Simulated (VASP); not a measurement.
# Au (P6_3/mmc) in VASP: notebook, part 2 of 2

VASP 6.6.1. Earlier steps stand in the parts before.

**5. Single point, PBEsol (strain +0.025 along x and y, -0.050 along z)**

File INCAR:

```
SYSTEM = Au
  PREC = Accurate
  ENCUT = 520
  EDIFF = 1E-6
  ISMEAR = 0
  SIGMA = 0.15
  LREAL = .FALSE.
  LASPH = .TRUE.
  NELM = 80
  ALGO = Fast
  ISIF = 2
  LWAVE = .FALSE.
  LCHARG = .TRUE.
  GGA = PS
  LELF = .TRUE.
  LVHAR = .TRUE.
  NBANDS = 18
```

File KPOINTS:

```
Automatic mesh
0
G
  18 18 10
  0 0 0
```

File POSCAR:

```
Au
1.0
    2.9724983707      0.0000000000      0.0000000000
   -1.4862491853      2.5742591017      0.0000000000
    0.0000000000      0.0000000000      4.6360000000
Au
2
Direct
    0.3333333333      0.6666666667      0.7500000000
    0.6666666667      0.3333333333      0.2500000000
```

Potentials or basis: VASP PAW PBE potentials, release 64 (Au).

Command:

```bash
cat potpaw_PBE.64/Au/POTCAR > POTCAR
mpirun -np 1 vasp_std > vasp.out
```

OUTCAR:

```text
SYSTEM = Au
   PREC = Accurate
   ENCUT = 520
   EDIFF = 1E-6
   ISMEAR = 0
   LREAL = .FALSE.
   LASPH = .TRUE.
   NELM = 80
   ISIF = 2
   GGA = PS

 ion  position               nearest neighbor table
   1  0.333  0.667  0.750-   2 2.88   2 2.88   2 2.88   2 2.88   2 2.88   2 2.88
   2  0.667  0.333  0.250-   1 2.88   1 2.88   1 2.88   1 2.88   1 2.88   1 2.88

  LATTYP: Found a hexagonal cell.
 ALAT       =     2.9724983707
 C/A-ratio  =     1.5596307960

  Lattice vectors:

 A1 = (   2.9724983707,   0.0000000000,   0.0000000000)
 A2 = (  -1.4862491853,   2.5742591017,   0.0000000000)
 A3 = (   0.0000000000,   0.0000000000,   4.6360000000)

Analysis of symmetry for initial positions (statically):
=====================================================================
 Subroutine PRICEL returns:
 Original cell was already a primitive cell.

 Routine SETGRP: Setting up the symmetry group for a
 hexagonal supercell.

 Subroutine GETGRP returns: Found 24 space group operations
 (whereof 12 operations were pure point group operations)
 out of a pool of 24 trial point group operations.

The static configuration has the point symmetry D_3d.
 The point group associated with its full space group is D_6h.

Analysis of symmetry for dynamics (positions and initial velocities):
=====================================================================
 Subroutine PRICEL returns:
 Original cell was already a primitive cell.

 Routine SETGRP: Setting up the symmetry group for a
 hexagonal supercell.

 Subroutine GETGRP returns: Found 24 space group operations
 (whereof 12 operations were pure point group operations)
 out of a pool of 24 trial point group operations.

The dynamic configuration has the point symmetry D_3d.
 The point group associated with its full space group is D_6h.

 Subroutine INISYM returns: Found 24 space group operations
 (whereof 12 operations are pure point group operations),
 and found     1 'primitive' translations

[... 110 lines left out ...]
   EFERMI_NEDOS =   21; number of points for ismear=-14 and -15
   IALGO  =     68    algorithm
   IMIX   =      4    mixing-type and parameters
     AMIX     =   0.40;   BMIX     =  1.00
     AMIX_MAG =   1.60;   BMIX_MAG =  1.00
  volume/ion in A,a.u.               =      17.74       119.70
  Fermi-wavevector in a.u.,A,eV,Ry     =   1.396079  2.638207 26.518248  1.949036
  Thomas-Fermi vector in A             =   2.519468
   LORBIT       =      0    0 simple, 1 ext, 2 COOP (PROOUT), +10 PAW based schemes
   GGA     = PS    functional components
   LHFCALC =     F    Hartree Fock is set to
   AEXX    =    0.0000 exact exchange contribution
   IVDW    =     0    specifies the selected vdW correction
   LEPSILON=     F    determine dielectric tensor
   LRPA    =     F    only Hartree local field effects (RPA)
 non-spin polarized calculation
 RMM-DIIS sequential band-by-band and
 Gauss-broadening in eV      SIGMA  =   0.15
  energy-cutoff  :      520.00
  volume of cell :       35.47
 maximum number of plane-waves:       984
 NGX is ok and might be reduce to    24
   NGX = 11   NGY = 11   NGZ = 17

 number of electron      21.9999998 magnetization

 Free energy of the ion-electron system (eV)
  ---------------------------------------------------
  ext. energy  EPLUGINS =         0.00000000
  ---------------------------------------------------
  free energy    TOTEN  =        -7.77647112 eV

  energy without entropy =       -7.76827781  energy(sigma->0) =       -7.77237446

 E-fermi :   8.5191     XC(G=0): -12.6462

 val. band max:        8.4860624159   @ k =   0.2778   0.1111   0.4000
 cond. band min:       8.5460033523   @ k =   0.4444   0.0000   0.5000
 fundamental gap:      0.0599409364
 Fermi energy:         8.5191280426

 k-point     1 :       0.0000    0.0000    0.0000
  band No.  band energies     occupation
      1      -0.8817      2.00000
      2       1.7545      2.00000
      3       4.2714      2.00000
      4       4.2714      2.00000
      5       4.4083      2.00000
      6       4.6540      2.00000
[... 481 lines left out ...]
      5       4.4315      2.00000
      6       4.6004      2.00000
[... 10 lines left out ...]
     17      20.8706      0.00000
     18      23.0147      0.00000

 [... further k-points ...]
[... 5 lines left out ...]
  --------------------------------------------------------------------------------------
  -------------------------------------------------------------------------------------
  Total       -1.6435721     -1.6435721     -0.5780542     -0.0000000      0.0000000      0.0000000
  in kB      -74.2304387    -74.2304387    -26.1072937     -0.0000000      0.0000000      0.0000000
  external PRESSURE =     -58.1893904 kB  Pullay stress =       0.0000000 kB

 VOLUME and BASIS-vectors are now :
 -----------------------------------------------------------------------------
  energy-cutoff  :      520.00
  volume of cell :       35.47
      direct lattice vectors                 reciprocal lattice vectors
     2.972498371  0.000000000  0.000000000     0.336417342  0.194230643  0.000000000
    -1.486249185  2.574259102  0.000000000     0.000000000  0.388461286  0.000000000
     0.000000000  0.000000000  4.636000000     0.000000000  0.000000000  0.215703192

 POSITION                                       TOTAL-FORCE (eV/Angst)
 -----------------------------------------------------------------------------------
     -0.00000      1.71617      3.47700         0.000000     -0.000000      0.000000
      1.48625      0.85809      1.15900        -0.000000      0.000000      0.000000
 -----------------------------------------------------------------------------------
    total drift:                               -0.000000      0.000000     -0.000000

  FREE ENERGIE OF THE ION-ELECTRON SYSTEM (eV)
  ---------------------------------------------------
  free  energy   TOTEN  =        -7.7764711218 eV

  energy  without entropy=       -7.7682778056  energy(sigma->0) =       -7.77237446
```

OSZICAR:

```text
N       E                     dE             d eps       ncg     rms          rms(c)
DAV:   1     0.121818418463E+03    0.12182E+03   -0.11615E+04  8008   0.118E+03
DAV:   2    -0.628932181454E+01   -0.12811E+03   -0.12219E+03  8490   0.259E+02
DAV:   3    -0.843588221189E+01   -0.21466E+01   -0.21326E+01  9428   0.338E+01
DAV:   4    -0.844499098700E+01   -0.91088E-02   -0.91077E-02  8950   0.232E+00
DAV:   5    -0.844507189723E+01   -0.80910E-04   -0.80908E-04  8948   0.234E-01    0.121E+01
RMM:   6    -0.781838378723E+01    0.62669E+00   -0.11339E+00  7995   0.789E+00    0.758E+00
RMM:   7    -0.778176977256E+01    0.36614E-01   -0.12703E-01  8191   0.281E+00    0.355E+00
RMM:   8    -0.777664153674E+01    0.51282E-02   -0.15291E-02  8340   0.945E-01    0.582E-01
RMM:   9    -0.777646732204E+01    0.17421E-03   -0.13346E-03  8799   0.275E-01    0.154E-01
RMM:  10    -0.777647861297E+01   -0.11291E-04   -0.17761E-04  8887   0.887E-02    0.138E-01
RMM:  11    -0.777647092711E+01    0.76859E-05   -0.31891E-05  8773   0.415E-02    0.161E-02
RMM:  12    -0.777647112180E+01   -0.19469E-06   -0.42847E-06  7333   0.137E-02
   1 F= -.77764711E+01 E0= -.77723745E+01  d E =-.819332E-02
```

stdout:

```text
POSCAR found type information on POSCAR Au
 POSCAR found :  1 types and       2 ions
 scaLAPACK will be used
 -----------------------------------------------------------------------------
|                                                                             |
|                                                                             |
|     You enforced a specific xc type in the INCAR file but a different       |
|     I HOPE YOU KNOW WHAT YOU ARE DOING!                                     |
|                                                                             |
 -----------------------------------------------------------------------------

 LDA part: xc-table for (Slater+PW92), standard interpolation
 POSCAR, INCAR and KPOINTS ok, starting setup
 FFT: planning ... GRIDC
 FFT: planning ... GRID_SOFT
 FFT: planning ... GRID
 WAVECAR not read
 entering main loop
```

Wall time 59 s (1 thread of Intel Xeon Platinum 8488C (Sapphire Rapids), shared host); peak memory 0.24 GiB.

What came out:

```
Free energy            : -7.7765 eV
Pressure               : -5.8 GPa
Band gap on the k mesh : zero (band 11 reaches 12.58 eV, above the bottom of band 12 at 6.07 eV)
```

Caveat: the cell differs from its parent crystal (strain +0.025 along x and y, -0.050 along z); the PAW data sets were made with another functional, which shifts forces and pressure a little; spin-orbit coupling is left out, which moves the levels of the heavy elements.

**6. Single point, PBEsol (strain +0.000 along x and y, +0.025 along z)**

File INCAR:

```
ALGO = Fast
EDIFF = 1E-7
ENCUT = 520
GGA = PS
ISIF = 2
ISMEAR = 0
LASPH = T
LCHARG = F
LREAL = F
LWAVE = F
NBANDS = 18
NELM = 100
PREC = Accurate
SIGMA = 0.15
```

File KPOINTS:

```
k-points
0
Gamma
  18 18 10
```

File POSCAR:

```
Au
1.0
    2.8999984104      0.0000000000      0.0000000000
   -1.4499992052      2.5114722944      0.0000000000
    0.0000000000      0.0000000000      5.0020000000
Au
2
Direct
    0.3333333333      0.6666666667      0.7500000000
    0.6666666667      0.3333333333      0.2500000000
```

Potentials or basis: VASP PAW PBE potentials, release 64 (Au).

Command:

```bash
cat potpaw_PBE.64/Au/POTCAR > POTCAR
mpirun -np 1 vasp_std > vasp.out
```

OUTCAR:

```text
EDIFF = 1E-7
   ENCUT = 520
   GGA = PS
   ISIF = 2
   ISMEAR = 0
   LASPH = T
   LREAL = F
   NELM = 100
   PREC = Accurate

 ion  position               nearest neighbor table
   1  0.333  0.667  0.750-   2 3.01   2 3.01   2 3.01   2 3.01   2 3.01   2 3.01
   2  0.667  0.333  0.250-   1 3.01   1 3.01   1 3.01   1 3.01   1 3.01   1 3.01

  LATTYP: Found a hexagonal cell.
 ALAT       =     2.8999984104
 C/A-ratio  =     1.7248285317

  Lattice vectors:

 A1 = (   2.8999984104,   0.0000000000,   0.0000000000)
 A2 = (  -1.4499992052,   2.5114722944,   0.0000000000)
 A3 = (   0.0000000000,   0.0000000000,   5.0020000000)

Analysis of symmetry for initial positions (statically):
=====================================================================
 Subroutine PRICEL returns:
 Original cell was already a primitive cell.

 Routine SETGRP: Setting up the symmetry group for a
 hexagonal supercell.

 Subroutine GETGRP returns: Found 24 space group operations
 (whereof 12 operations were pure point group operations)
 out of a pool of 24 trial point group operations.

[... 157 lines left out ...]

 Free energy of the ion-electron system (eV)
  ---------------------------------------------------
  ext. energy  EPLUGINS =         0.00000000
  ---------------------------------------------------
  free energy    TOTEN  =        -7.75501364 eV

  energy without entropy =       -7.74611734  energy(sigma->0) =       -7.75056549

 E-fermi :   8.1980     XC(G=0): -12.4905

 val. band max:        8.1836087312   @ k =   0.3889   0.1111   0.1000
 cond. band min:       8.2072475736   @ k =   0.3889   0.1111   0.2000
 fundamental gap:      0.0236388425
 Fermi energy:         8.1979799769

 k-point     1 :       0.0000    0.0000    0.0000
  band No.  band energies     occupation
      1      -1.0330      2.00000
      2       1.2775      2.00000
      3       3.5711      2.00000
      4       3.9479      2.00000
      5       3.9479      2.00000
      6       4.1967      2.00000
[... 481 lines left out ...]
      5       4.1466      2.00000
      6       4.2527      2.00000
[... 10 lines left out ...]
     17      19.7852      0.00000
     18      22.7023      0.00000

 [... further k-points ...]
[... 5 lines left out ...]
  --------------------------------------------------------------------------------------
  -------------------------------------------------------------------------------------
  Total       -2.0835039     -2.0835039     -2.2494298      0.0000000      0.0000000      0.0000000
  in kB      -91.6294456    -91.6294456    -98.9266248      0.0000000      0.0000000      0.0000000
  external PRESSURE =     -94.0618387 kB  Pullay stress =       0.0000000 kB

 VOLUME and BASIS-vectors are now :
 -----------------------------------------------------------------------------
  energy-cutoff  :      520.00
  volume of cell :       36.43
      direct lattice vectors                 reciprocal lattice vectors
     2.899998410  0.000000000  0.000000000     0.344827775  0.199086409  0.000000000
    -1.449999205  2.511472294  0.000000000     0.000000000  0.398172818  0.000000000
     0.000000000  0.000000000  5.002000000     0.000000000  0.000000000  0.199920032

 POSITION                                       TOTAL-FORCE (eV/Angst)
 -----------------------------------------------------------------------------------
     -0.00000      1.67431      3.75150         0.000000      0.000000      0.000000
      1.45000      0.83716      1.25050        -0.000000     -0.000000      0.000000
 -----------------------------------------------------------------------------------
    total drift:                               -0.000000      0.000000     -0.000000

  FREE ENERGIE OF THE ION-ELECTRON SYSTEM (eV)
  ---------------------------------------------------
  free  energy   TOTEN  =        -7.7550136436 eV

  energy  without entropy=       -7.7461173355  energy(sigma->0) =       -7.75056549
```

Run time: 82 s. Hardware: 1 thread of Intel Xeon Platinum 8488C (Sapphire Rapids), shared host; peak memory 0.25 GiB.

Results:

```yaml
Free_energy: -7.7550 eV
Pressure: -9.4 GPa
Band_gap_on_the_k_mesh: zero (band 11 reaches 12.19 eV, above the bottom of band 12 at 5.70 eV)
```

Stress tensor (GPa, compression positive):
```
-9.16  0.00  0.00
 0.00 -9.16  0.00
 0.00  0.00 -9.89
```

Caveat: the cell differs from its parent crystal (strain +0.000 along x and y, +0.025 along z); the PAW data sets were made with another functional, which shifts forces and pressure a little; spin-orbit coupling is left out, which moves the levels of the heavy elements.

**7. The runs side by side**

```tsv
cell	further INCAR settings	gap on the mesh (eV)	pressure (GPa)
a = 2.900, b = 2.900, c = 4.758 Å, angles 90.0, 90.0, 120.0°, 2 atoms	ALGO = Fast; EDIFF = 1e-06; NBANDS = 18	none	-3.0
a = 2.827, b = 2.827, c = 5.002 Å, angles 90.0, 90.0, 120.0°, 2 atoms	ALGO = Fast; EDIFF = 1e-06; NBANDS = 18	none	-2.1
a = 2.827, b = 2.827, c = 5.124 Å, angles 90.0, 90.0, 120.0°, 2 atoms	ALGO = Fast; EDIFF = 1e-07; NBANDS = 18	none	-4.9
a = 2.972, b = 2.972, c = 4.636 Å, angles 90.0, 90.0, 120.0°, 2 atoms	ALGO = Fast; EDIFF = 1e-06; NBANDS = 18	none	-5.8
a = 2.900, b = 2.900, c = 5.002 Å, angles 90.0, 90.0, 120.0°, 2 atoms	ALGO = Fast; EDIFF = 1e-07; NBANDS = 18	none	-9.4
```

Alike in all rows: task single point; level PBEsol; potentials or basis VASP PAW PBE potentials, release 64 (Au); no spin polarisation; k mesh 18 × 18 × 10; cutoff (eV) 520; smearing gaussian 0.15 eV.

Caveats: the PAW data sets were made with another functional, which shifts forces and pressure a little; spin-orbit coupling is left out, which moves the levels of the heavy elements.

Total energies depend on the potentials used, so only differences within one code and one set of settings carry meaning.
